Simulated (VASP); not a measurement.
# LiCl (F-43m) in VASP: a series of runs

The runs below take LiCl through single point, with PBE.

All numbers are computed with VASP 6.6.1; they aren't measurements. Logs are shortened: lines on timing, memory, paths and dates and some standing lists are left out, and cuts for length are marked.

### 1 The cell of the first run

Symmetry: F-43m, No. 216, cubic system. Conventional cell: a = 5.402 Å, b = 5.402 Å, c = 5.402 Å, α = 90.00°, β = 90.00°, γ = 90.00°. Li (site symmetry -43m) has 4 Cl at 2.34 Å within 3.1 Å. Within 3.1 Å of Cl (site symmetry -43m) lie 4 Li at 2.34 Å.

### 2 Single point, PBE (volume changed by -6%)

INCAR reads:

```
SYSTEM = LiCl
ALGO     = Normal         ! electronic algorithm
EDIFF    = 1E-7           ! SCF threshold, eV
ENCUT    = 520            ! plane-wave cutoff, eV
GGA      = PE             ! functional
ISIF     = 2              ! what is computed and relaxed
ISMEAR   = 0              ! smearing method
LASPH    = .TRUE.         ! aspherical terms in the spheres
LCHARG   = .FALSE.        ! write CHGCAR
LREAL    = .FALSE.        ! projectors in reciprocal space
LWAVE    = .FALSE.        ! write WAVECAR
NBANDS   = 12             ! bands
NELM     = 60             ! most SCF steps
PREC     = Accurate       ! precision mode
SIGMA    = 0.01           ! smearing width, eV
```

KPOINTS reads:

```
k-points
0
G
  6 6 6
  0 0 0
```

POSCAR reads:

```
LiCl
1.0
    0.0000000000      2.7011305250      2.7011305250
    2.7011305250      0.0000000000      2.7011305250
    2.7011305250      2.7011305250      0.0000000000
Li Cl
1 1
Direct
    0.0000000000      0.0000000000      0.0000000000
    0.2500000000      0.2500000000      0.2500000000
```

Potentials or basis: VASP PAW PBE potentials, release 64 (Li_sv, Cl).

On the command line:

```
> cat potpaw_PBE.64/Li_sv/POTCAR potpaw_PBE.64/Cl/POTCAR > POTCAR
> mpirun -np 1 vasp_std > vasp.out
```

OUTCAR:

```text
SYSTEM = LiCl
   EDIFF = 1E-7
   ENCUT = 520
   GGA = PE
   ISIF = 2
   ISMEAR = 0
   LASPH = .TRUE.
   LREAL = .FALSE.
   NELM = 60
   PREC = Accurate

 ion  position               nearest neighbor table
   1  0.000  0.000  0.000-   2 2.34   2 2.34   2 2.34   2 2.34
   2  0.250  0.250  0.250-   1 2.34   1 2.34   1 2.34   1 2.34

  LATTYP: Found a face centered cubic cell.
 ALAT       =     5.4022610500

  Lattice vectors:

 A1 = (   0.0000000000,   2.7011305250,   2.7011305250)
 A2 = (   2.7011305250,   0.0000000000,   2.7011305250)
 A3 = (   2.7011305250,   2.7011305250,   0.0000000000)

Analysis of symmetry for initial positions (statically):
=====================================================================
 Subroutine PRICEL returns:
 Original cell was already a primitive cell.

 Routine SETGRP: Setting up the symmetry group for a
 face centered cubic supercell.

 Subroutine GETGRP returns: Found 24 space group operations
 (whereof 24 operations were pure point group operations)
 out of a pool of 48 trial point group operations.

The static configuration has the point symmetry T_d .

Analysis of symmetry for dynamics (positions and initial velocities):
=====================================================================
 Subroutine PRICEL returns:
 Original cell was already a primitive cell.

 Routine SETGRP: Setting up the symmetry group for a
 face centered cubic supercell.

 Subroutine GETGRP returns: Found 24 space group operations
 (whereof 24 operations were pure point group operations)
 out of a pool of 48 trial point group operations.

The dynamic configuration has the point symmetry T_d .

 Subroutine INISYM returns: Found 24 space group operations
 (whereof 24 operations are pure point group operations),
 and found     1 'primitive' translations

----------------------------------------------------------------------------------------

                                     Primitive cell

  volume of cell :      39.4155

  direct lattice vectors                    reciprocal lattice vectors
     0.000000000  2.701130525  2.701130525    -0.185107678  0.185107678  0.185107678
     2.701130525  0.000000000  2.701130525     0.185107678 -0.185107678  0.185107678
     2.701130525  2.701130525  0.000000000     0.185107678  0.185107678 -0.185107678

  length of vectors
     3.819975422  3.819975422  3.819975422     0.320615904  0.320615904  0.320615904

  position of ions in fractional coordinates (direct lattice)
     0.000000000  0.000000000  0.000000000
     0.250000000  0.250000000  0.250000000

  ion indices of the primitive-cell ions
   primitive index   ion index
                 1           1
                 2           2
[... 76 lines left out ...]
   EMIN   =  10.00;   EMAX   =-10.00  energy-range for DOS
   EFERMI =   0.00;   METHOD = LEGACY
   ISMEAR =     0;   SIGMA  =   0.01  broadening in eV -4-tet -1-fermi 0-gaus
   EFERMI_NEDOS =   21; number of points for ismear=-14 and -15
   IALGO  =     38    algorithm
   IMIX   =      4    mixing-type and parameters
     AMIX     =   0.40;   BMIX     =  1.00
     AMIX_MAG =   1.60;   BMIX_MAG =  1.00
  volume/ion in A,a.u.               =      19.71       132.99
  Fermi-wavevector in a.u.,A,eV,Ry     =   1.036381  1.958475 14.613809  1.074085
  Thomas-Fermi vector in A             =   2.170769
   LORBIT       =      0    0 simple, 1 ext, 2 COOP (PROOUT), +10 PAW based schemes
   GGA     = PE    functional components
   LHFCALC =     F    Hartree Fock is set to
   AEXX    =    0.0000 exact exchange contribution
   IVDW    =     0    specifies the selected vdW correction
   LEPSILON=     F    determine dielectric tensor
   LRPA    =     F    only Hartree local field effects (RPA)
 non-spin polarized calculation
 Gauss-broadening in eV      SIGMA  =   0.01
  energy-cutoff  :      520.00
  volume of cell :       39.42
 maximum number of plane-waves:      1073
   NGX = 15   NGY = 15   NGZ = 15

 number of electron      10.0000000 magnetization

 number of electron       9.9999989 magnetization

 Free energy of the ion-electron system (eV)
  ---------------------------------------------------
  ext. energy  EPLUGINS =         0.00000000
  ---------------------------------------------------
  free energy    TOTEN  =        -7.41449772 eV

  energy without entropy =       -7.41449772  energy(sigma->0) =       -7.41449772

 E-fermi :  -0.8478     XC(G=0):  -7.8700

 val. band max:       -0.9315551734   @ k =   0.0000   0.0000   0.0000
 cond. band min:       5.2488373711   @ k =   0.0000   0.0000   0.0000
 fundamental gap:      6.1803925445
 Fermi energy:        -0.8477677447

 k-point     1 :       0.0000    0.0000    0.0000
  band No.  band energies     occupation
      1     -43.6940      2.00000
      2     -13.7469      2.00000
      3      -0.9316      2.00000
      4      -0.9316      2.00000
      5      -0.9316      2.00000
      6       5.2488      0.00000
      7       9.2909      0.00000
      8       9.2909      0.00000
      9       9.2909      0.00000
     10      13.7088      0.00000
     11      13.7088      0.00000
     12      17.0129      0.00000
[... 211 lines left out ...]
 k-point    16 :      -0.3333    0.5000    0.1667
  band No.  band energies     occupation
      1     -43.6915      2.00000
      2     -13.3205      2.00000
      3      -2.5182      2.00000
      4      -2.0178      2.00000
      5      -1.9454      2.00000
      6       6.7095      0.00000
      7       9.4862      0.00000
      8      10.8911      0.00000
      9      11.7589      0.00000
     10      13.4440      0.00000
     11      15.6369      0.00000
     12      16.4637      0.00000

------------------------ aborting loop because EDIFF is reached ----------------------------------------

  FORCE on cell =-STRESS in cart. coord.  units (eV):
  Direction    XX          YY          ZZ          XY          YZ          ZX
  --------------------------------------------------------------------------------------
  -------------------------------------------------------------------------------------
  Total        0.4034500      0.4034500      0.4034500      0.0000000      0.0000000     -0.0000000
  in kB       16.3996109     16.3996109     16.3996109      0.0000000      0.0000000     -0.0000000
  external PRESSURE =      16.3996109 kB  Pullay stress =       0.0000000 kB

 VOLUME and BASIS-vectors are now :
 -----------------------------------------------------------------------------
  energy-cutoff  :      520.00
  volume of cell :       39.42
      direct lattice vectors                 reciprocal lattice vectors
     0.000000000  2.701130525  2.701130525    -0.185107678  0.185107678  0.185107678
     2.701130525  0.000000000  2.701130525     0.185107678 -0.185107678  0.185107678
     2.701130525  2.701130525  0.000000000     0.185107678  0.185107678 -0.185107678

 POSITION                                       TOTAL-FORCE (eV/Angst)
 -----------------------------------------------------------------------------------
      0.00000      0.00000      0.00000         0.000000     -0.000000      0.000000
      1.35057      1.35057      1.35057        -0.000000      0.000000     -0.000000
 -----------------------------------------------------------------------------------
    total drift:                               -0.000000     -0.000000     -0.000000

  FREE ENERGIE OF THE ION-ELECTRON SYSTEM (eV)
  ---------------------------------------------------
  free  energy   TOTEN  =        -7.4144977154 eV

  energy  without entropy=       -7.4144977154  energy(sigma->0) =       -7.41449772
```

OSZICAR:

```text
N       E                     dE             d eps       ncg     rms          rms(c)
DAV:   1     0.429128513631E+02    0.42913E+02   -0.40262E+03   384   0.754E+02
DAV:   2    -0.449721094855E+01   -0.47410E+02   -0.45697E+02   480   0.143E+02
DAV:   3    -0.743312555922E+01   -0.29359E+01   -0.29255E+01   516   0.366E+01
DAV:   4    -0.752482461574E+01   -0.91699E-01   -0.91673E-01   540   0.654E+00
DAV:   5    -0.752575845524E+01   -0.93384E-03   -0.93383E-03   536   0.715E-01    0.232E+00
DAV:   6    -0.740110752012E+01    0.12465E+00   -0.26944E-01   436   0.223E+00    0.173E+00
DAV:   7    -0.740331434633E+01   -0.22068E-02   -0.77611E-02   460   0.134E+00    0.103E+00
DAV:   8    -0.741407884745E+01   -0.10765E-01   -0.13825E-02   444   0.719E-01    0.195E-01
DAV:   9    -0.741412635472E+01   -0.47507E-04   -0.22596E-04   532   0.103E-01    0.102E-01
DAV:  10    -0.741449699357E+01   -0.37064E-03   -0.58346E-04   452   0.133E-01    0.455E-02
DAV:  11    -0.741449508951E+01    0.19041E-05   -0.14170E-05   568   0.233E-02    0.826E-03
DAV:  12    -0.741449722555E+01   -0.21360E-05   -0.20070E-06   468   0.900E-03    0.193E-03
DAV:  13    -0.741449772697E+01   -0.50142E-06   -0.57209E-07   492   0.440E-03    0.746E-04
DAV:  14    -0.741449771537E+01    0.11603E-07   -0.84909E-09   460   0.723E-04
   1 F= -.74144977E+01 E0= -.74144977E+01  d E =-.254121E-34
```

Run time: 13 s. Hardware: 1 thread of AMD EPYC 7R13, shared host; peak memory 0.12 GiB.

Results:

- Free energy: -7.4145 eV
- Band gap on the k mesh: 6.18 eV, direct

Caveat: the cutoff is under 1.25 times the usual one of these potentials, so pressure, stress and relaxed cells hold a basis-set (Pulay) error.

[end of part 1 of 2]
